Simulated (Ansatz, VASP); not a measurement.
# Ir in VASP and in Ansatz

```xyz
1
Lattice="0.0000 1.9155 1.9155 1.9155 0.0000 1.9155 1.9155 1.9155 0.0000" Properties=species:S:1:pos:R:3 pbc="T T T"
Ir    0.0000    0.0000    0.0000
```

Alike in both runs: functional PBEsol; k mesh 14 × 14 × 14; occupations fermi-dirac, width 0.05 eV; collinear spin.

Ansatz relaxed the structure, and its values are those at the end. VASP's run is a single point on that final structure, the one shown.

|  | VASP | Ansatz |
| --- | --- | --- |
| version | VASP 6.6.1 | Ansatz 0.2.0 |
| potentials or method | VASP PAW PBE potentials, release 64 (Ir), cutoff 520 eV | plane waves (420 eV) with PAW, scalar-relativistic |
| valence electrons in the cell | 9 | 17 |

|  | VASP | Ansatz | Ansatz less VASP |
| --- | --- | --- | --- |
| pressure (GPa) | 1.0 | 0.0 | -0.98 |
| net moment per atom (μB) | 0.00 | 0.00 | 0.000 |

VASP's potentials were made for PBE, not for PBEsol, and Ansatz warns of the same on its side. VASP's potentials hold 9 valence electrons a cell and Ansatz's 17, so a difference there can come from the potentials and not from the codes. Ansatz's warnings: seeded moment not kept.

Spin-orbit coupling is off throughout.
